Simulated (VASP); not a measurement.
# Zn (Im-3m) in VASP: a series of runs, part 2 of 2

VASP 6.6.1. The steps go on from the part before.

### Step 4. Single point, LDA (volume scaled by 0.92)

Contents of INCAR:

```
SYSTEM = Zn
  PREC = Accurate
  ENCUT = 520
  EDIFF = 1E-7
  ISMEAR = -1
  SIGMA = 0.1
  LREAL = .FALSE.
  LASPH = .TRUE.
  NELM = 60
  ALGO = Normal
  ISIF = 2
  LWAVE = .FALSE.
  LCHARG = .TRUE.
  LELF = .TRUE.
  LVHAR = .TRUE.
  NBANDS = 12
```

Contents of KPOINTS:

```
regular mesh
0
G
  16 16 16
  0 0 0
```

Contents of POSCAR:

```
Zn
1.0
   -1.4650682502      1.4650682502      1.4650682502
    1.4650682502     -1.4650682502      1.4650682502
    1.4650682502      1.4650682502     -1.4650682502
Zn
1
Direct
    0.0000000000      0.0000000000      0.0000000000
```

Potentials or basis: VASP PAW LDA potentials, release 64 (Zn).

On the command line:

```bash
$ cat potpaw_LDA.64/Zn/POTCAR > POTCAR
$ mpirun -np 1 vasp_std > vasp.out
```

OUTCAR:

```text
SYSTEM = Zn
   PREC = Accurate
   ENCUT = 520
   EDIFF = 1E-7
   ISMEAR = -1
   LREAL = .FALSE.
   LASPH = .TRUE.
   NELM = 60
   ISIF = 2

 ion  position               nearest neighbor table
   1  0.000  0.000  0.000-

  LATTYP: Found a body centered cubic cell.
 ALAT       =     2.9301365004

  Lattice vectors:

 A1 = (  -1.4650682502,   1.4650682502,   1.4650682502)
 A2 = (   1.4650682502,  -1.4650682502,   1.4650682502)
 A3 = (   1.4650682502,   1.4650682502,  -1.4650682502)

Analysis of symmetry for initial positions (statically):
=====================================================================
 Subroutine PRICEL returns:
 Original cell was already a primitive cell.

 Routine SETGRP: Setting up the symmetry group for a
 body centered cubic supercell.

 Subroutine GETGRP returns: Found 48 space group operations
 (whereof 48 operations were pure point group operations)
 out of a pool of 48 trial point group operations.

The static configuration has the point symmetry O_h .

Analysis of symmetry for dynamics (positions and initial velocities):
=====================================================================
[... 159 lines left out ...]
 fundamental gap:      0.0692785022
 Fermi energy:         4.7266541554

 k-point     1 :       0.0000    0.0000    0.0000
  band No.  band energies     occupation
      1      -7.6219      2.00000
      2      -3.9975      2.00000
      3      -3.9975      2.00000
      4      -3.9975      2.00000
      5      -3.2758      2.00000
      6      -3.2758      2.00000
      7      26.9307      0.00000
      8      26.9307      0.00000
      9      26.9307      0.00000
     10      27.1911      0.00000
     11      27.1911      0.00000
     12      27.1911      0.00000
[... 331 lines left out ...]
 k-point    24 :       0.2500    0.1875    0.0000
  band No.  band energies     occupation
      1      -4.6548      2.00000
      2      -4.2559      2.00000
      3      -3.8298      2.00000
      4      -3.3899      2.00000
      5      -3.1718      2.00000
      6      -1.2071      2.00000
      7      10.0109      0.00000
      8      12.1205      0.00000
      9      18.2353      0.00000
     10      25.5563      0.00000
     11      27.9322      0.00000
     12      31.9799      0.00000

 [... further k-points ...]
[... 5 lines left out ...]
  --------------------------------------------------------------------------------------
  -------------------------------------------------------------------------------------
  Total        0.8576260      0.8576260      0.8576260     -0.0000000     -0.0000000      0.0000000
  in kB      109.2383062    109.2383062    109.2383062     -0.0000000     -0.0000000      0.0000000
  external PRESSURE =     109.2383062 kB  Pullay stress =       0.0000000 kB

 VOLUME and BASIS-vectors are now :
 -----------------------------------------------------------------------------
  energy-cutoff  :      520.00
  volume of cell :       12.58
      direct lattice vectors                 reciprocal lattice vectors
    -1.465068250  1.465068250  1.465068250     0.000000000  0.341281029  0.341281029
     1.465068250 -1.465068250  1.465068250     0.341281029  0.000000000  0.341281029
     1.465068250  1.465068250 -1.465068250     0.341281029  0.341281029  0.000000000

 POSITION                                       TOTAL-FORCE (eV/Angst)
 -----------------------------------------------------------------------------------
      0.00000      0.00000      0.00000         0.000000      0.000000     -0.000000
 -----------------------------------------------------------------------------------
    total drift:                                0.000000     -0.000000      0.000000

  FREE ENERGIE OF THE ION-ELECTRON SYSTEM (eV)
  ---------------------------------------------------
  free  energy   TOTEN  =        -1.7444205970 eV

  energy  without entropy=       -1.7344529718  energy(sigma->0) =       -1.73943678
```

OSZICAR:

```text
N       E                     dE             d eps       ncg     rms          rms(c)
DAV:   1     0.408307852439E+02    0.40831E+02   -0.66812E+03  3668   0.169E+03
DAV:   2    -0.790110487476E+00   -0.41621E+02   -0.39029E+02  3576   0.218E+02
DAV:   3    -0.192045558209E+01   -0.11303E+01   -0.11287E+01  4016   0.357E+01
DAV:   4    -0.192259803133E+01   -0.21424E-02   -0.21424E-02  3840   0.147E+00
DAV:   5    -0.192259935455E+01   -0.13232E-05   -0.13240E-05  3936   0.356E-02    0.452E+00
DAV:   6    -0.176423280658E+01    0.15837E+00   -0.78057E-01  3892   0.185E+01    0.309E+00
DAV:   7    -0.175036569378E+01    0.13867E-01   -0.15857E-02  3792   0.257E+00    0.156E+00
DAV:   8    -0.174443850503E+01    0.59272E-02   -0.18916E-03  4468   0.623E-01    0.289E-02
DAV:   9    -0.174442024849E+01    0.18257E-04   -0.10258E-04  5300   0.163E-01    0.234E-02
DAV:  10    -0.174442060221E+01   -0.35371E-06   -0.70708E-06  3656   0.453E-02    0.114E-03
DAV:  11    -0.174442059701E+01    0.51978E-08   -0.45946E-08  2572   0.379E-03
   1 F= -.17444206E+01 E0= -.17394368E+01  d E =-.996763E-02
```

Wall time 9.9 s (1 thread of Intel Xeon 6975P-C, shared host); peak memory 0.13 GiB.

Results:

- Free energy: -1.7444 eV
- Pressure: 10.9 GPa
- Band gap on the k mesh: zero (band 6 reaches 9.01 eV, above the bottom of band 7 at 3.89 eV)

Levels at points of the mesh, in eV from the Fermi level:
```
           k point  band 2  band 3  band 4  band 5  band 6  band 7  band 8  band 9  band 10  band 11
(0.00, 0.00, 0.00)   -8.72   -8.72   -8.72   -8.00   -8.00   22.20   22.20   22.20    22.46    22.46
(0.50, 0.00, 0.00)   -9.17   -8.04   -7.95   -7.52   -3.75   -0.83   12.74   13.89    16.96    19.24
(0.50, 0.50, 0.50)   -9.57   -7.64   -7.64   -7.64    4.29    4.29    4.29    9.31     9.31     9.73
```

### Step 5. Single point, LDA (volume scaled by 0.96)

Contents of INCAR:

```
PREC = Accurate ; ENCUT = 520
EDIFF = 1E-6 ; ISMEAR = -1
SIGMA = 0.1 ; LREAL = False
LASPH = True ; NELM = 100
ALGO = Normal ; ISIF = 2
LWAVE = False ; LCHARG = False
GGA = CA ; NBANDS = 12
```

Contents of KPOINTS:

```
regular mesh
0
Gamma
  16 16 16
```

Contents of POSCAR:

```
Zn
1.0
   -1.4860006247      1.4860006247      1.4860006247
    1.4860006247     -1.4860006247      1.4860006247
    1.4860006247      1.4860006247     -1.4860006247
Zn
1
Direct
    0.0000000000      0.0000000000      0.0000000000
```

Potentials or basis: VASP PAW LDA potentials, release 64 (Zn).

On the command line:

```bash
$ cat potpaw_LDA.64/Zn/POTCAR > POTCAR
$ mpirun -np 1 vasp_std > vasp.out
```

OUTCAR:

```text
PREC = Accurate
   ENCUT = 520
   EDIFF = 1E-6
   ISMEAR = -1
   LREAL = False
   LASPH = True
   NELM = 100
   ISIF = 2
   GGA = CA

 ion  position               nearest neighbor table
   1  0.000  0.000  0.000-

  LATTYP: Found a body centered cubic cell.
 ALAT       =     2.9720012494

  Lattice vectors:

 A1 = (  -1.4860006247,   1.4860006247,   1.4860006247)
 A2 = (   1.4860006247,  -1.4860006247,   1.4860006247)
[... 527 lines left out ...]
      1      -4.8001      2.00000
      2      -4.4435      2.00000
      3      -4.0309      2.00000
      4      -3.6470      2.00000
      5      -3.4450      2.00000
      6      -1.4576      2.00000
      7       9.4606      0.00000
      8      11.5246      0.00000
      9      17.4848      0.00000
     10      24.6848      0.00000
     11      26.9051      0.00000
     12      30.8749      0.00000

 [... further k-points ...]
[... 5 lines left out ...]
  --------------------------------------------------------------------------------------
  -------------------------------------------------------------------------------------
  Total        0.4356488      0.4356488      0.4356488     -0.0000000     -0.0000000     -0.0000000
  in kB       53.1777755     53.1777755     53.1777755     -0.0000000     -0.0000000     -0.0000000
  external PRESSURE =      53.1777755 kB  Pullay stress =       0.0000000 kB

 VOLUME and BASIS-vectors are now :
 -----------------------------------------------------------------------------
  energy-cutoff  :      520.00
  volume of cell :       13.13
      direct lattice vectors                 reciprocal lattice vectors
    -1.486000625  1.486000625  1.486000625     0.000000000  0.336473614  0.336473614
     1.486000625 -1.486000625  1.486000625     0.336473614  0.000000000  0.336473614
     1.486000625  1.486000625 -1.486000625     0.336473614  0.336473614  0.000000000

 POSITION                                       TOTAL-FORCE (eV/Angst)
 -----------------------------------------------------------------------------------
      0.00000      0.00000      0.00000        -0.000000      0.000000     -0.000000
 -----------------------------------------------------------------------------------
    total drift:                                0.000000     -0.000000      0.000000

  FREE ENERGIE OF THE ION-ELECTRON SYSTEM (eV)
  ---------------------------------------------------
  free  energy   TOTEN  =        -1.7716718728 eV

  energy  without entropy=       -1.7616602174  energy(sigma->0) =       -1.76666605
```

It took 9 s on 1 thread of Intel Xeon 6975P-C, shared host; peak memory 0.13 GiB.

Results:

* Free energy: -1.7717 eV
* Pressure: 5.3 GPa
* Band gap on the k mesh: zero (band 6 reaches 8.56 eV, above the bottom of band 7 at 3.42 eV)

### Step 6. Single point, LDA (volume scaled by 1.04)

Contents of INCAR:

```
PREC     = Accurate       # precision mode
ENCUT    = 520            # plane-wave cutoff, eV
EDIFF    = 1E-6           # SCF threshold, eV
ISMEAR   = -1             # smearing method
SIGMA    = 0.1            # smearing width, eV
LREAL    = False          # projectors in reciprocal space
LASPH    = True           # aspherical terms in the spheres
NELM     = 100            # most SCF steps
ALGO     = Normal         # electronic algorithm
ISIF     = 2              # what is computed and relaxed
LWAVE    = False          # write WAVECAR
LCHARG   = False          # write CHGCAR
GGA      = CA             # functional
NBANDS   = 12             # bands
```

Contents of KPOINTS:

```
Automatic mesh
0
Gamma
  16 16 16
```

Contents of POSCAR:

```
Zn
1.0
   -1.5261821182      1.5261821182      1.5261821182
    1.5261821182     -1.5261821182      1.5261821182
    1.5261821182      1.5261821182     -1.5261821182
Zn
1
Direct
    0.0000000000      0.0000000000      0.0000000000
```

Potentials or basis: VASP PAW LDA potentials, release 64 (Zn).

On the command line:

```bash
$ cat potpaw_LDA.64/Zn/POTCAR > POTCAR
$ mpirun -np 1 vasp_std > vasp.out
```

It took 9.6 s on 1 thread of Intel Xeon 6975P-C, shared host; peak memory 0.13 GiB.

Results (log left out):

```yaml
Free_energy: -1.7786 eV
Pressure: -2.5 GPa
Band_gap_on_the_k_mesh: zero (band 6 reaches 7.75 eV, above the bottom of band 7 at 2.59 eV)
```

Levels at points of the mesh, in eV from the Fermi level:
```
           k point  band 4  band 5  band 6  band 7  band 8  band 9
(0.00, 0.00, 0.00)   -8.15   -7.57   -7.57   20.06   20.06   20.06
(0.50, 0.00, 0.00)   -7.53   -7.18   -3.04   -0.97   11.76   13.16
(0.50, 0.50, 0.50)   -7.27   -7.27    4.20    4.20    4.20    8.21
```

### Step 7. Overview

```tsv
cell	k mesh	gap on the mesh (eV)	pressure (GPa)
a = 2.609 Å, angles 109.5°, 1 atom	14 × 14 × 14	none	0.6
a = 2.500 Å, angles 109.5°, 1 atom	16 × 16 × 16	none	18.3
a = 2.538 Å, angles 109.5°, 1 atom	16 × 16 × 16	none	10.9
a = 2.574 Å, angles 109.5°, 1 atom	16 × 16 × 16	none	5.3
a = 2.643 Å, angles 109.5°, 1 atom	16 × 16 × 16	none	-2.5
```

Alike in all rows: task single point; level LDA; potentials or basis VASP PAW LDA potentials, release 64 (Zn); no spin polarisation; cutoff (eV) 520; smearing fermi-dirac 0.1 eV.

Total energies depend on the potentials used, so only differences within one code and one set of settings carry meaning.
